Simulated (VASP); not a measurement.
A run of VASP 6.6.1 is set up as follows.

The input INCAR:

```
ALGO     = Normal         # electronic algorithm
EDIFF    = 1E-7           # SCF threshold, eV
EDIFFG   = -0.04          # ionic threshold
ENCUT    = 600            # plane-wave cutoff, eV
GGA      = PE             # functional
IBRION   = 2              # ionic algorithm
ISIF     = 3              # what is computed and relaxed
ISMEAR   = 0              # smearing method
LASPH    = T              # aspherical terms in the spheres
LCHARG   = F              # write CHGCAR
LREAL    = F              # projectors in reciprocal space
LWAVE    = F              # write WAVECAR
NELM     = 100            # most SCF steps
NSW      = 90             # ionic steps
PREC     = Accurate       # precision mode
SIGMA    = 0.1            # smearing width, eV
```

File KPOINTS:

```
k-points
0
Gamma
  3 3 6
```

Contents of POSCAR:

```
Sn3C
1.0
    9.3213205300      0.0000000000      0.0000000000
   -4.6606602700      8.0725003800      0.0000000000
    0.0000000000      0.0000000000      3.3424117400
Sn C
6 2
Direct
    0.2134685400      0.4269370700      0.2500000000
    0.5730629300      0.7865314600      0.2500000000
    0.2134685400      0.7865314600      0.2500000000
    0.7865314600      0.5730629300      0.7500000000
    0.4269370700      0.2134685400      0.7500000000
    0.7865314600      0.2134685400      0.7500000000
    0.3333333300      0.6666666700      0.7500000000
    0.6666666700      0.3333333300      0.2500000000
```

Potentials or basis: VASP PAW PBE potentials, release 64 (Sn_d, C).

Run with:

```console
$ cat potpaw_PBE.64/Sn_d/POTCAR potpaw_PBE.64/C/POTCAR > POTCAR
$ mpirun -np 1 vasp_std > vasp.out
```

Problem. Predict the band gap on the k mesh.

Solution. Zero (bands 46 and 47 overlap by 2.07 eV).

Problem. Estimate the relaxed cell.

Solution. a = 8.289 Å, b = 8.289 Å, c = 3.259 Å, α = 90.00°, β = 90.00°, γ = 120.00°.

The path:
| step | energy change (eV) | largest force (eV/Å) | pressure (GPa) | volume (Å³) |
| --- | --- | --- | --- | --- |
| 1 | 0.0000 | 0.8513 | -5.94 | 251.50 |
| 2 | -0.7419 | 0.6900 | 1.80 | 211.42 |
| 3 | -0.7944 | 0.3002 | -0.26 | 218.58 |
| 4 | -0.8539 | 0.3673 | -0.40 | 215.75 |
| 5 | -0.8934 | 0.5144 | -0.46 | 210.09 |
| 6 | -0.9235 | 0.4559 | -0.48 | 208.18 |
| 7 | -0.9956 | 0.2940 | -0.51 | 202.49 |
| 8 | -1.0408 | 0.0418 | -0.05 | 191.37 |
| 9 | -1.0455 | 0.0522 | -0.24 | 194.25 |
| 10 | -1.0457 | 0.0364 | -0.21 | 193.77 |
| 11 | -1.0508 | 0.0271 | -0.04 | 193.90 |
| 12 | -1.0512 | 0.0239 | 0.03 | 193.95 |

Caveat: the volume moved by over 15 % at a fixed basis, so the end points are rough; spin-orbit coupling is left out, which moves the levels of the heavy elements.
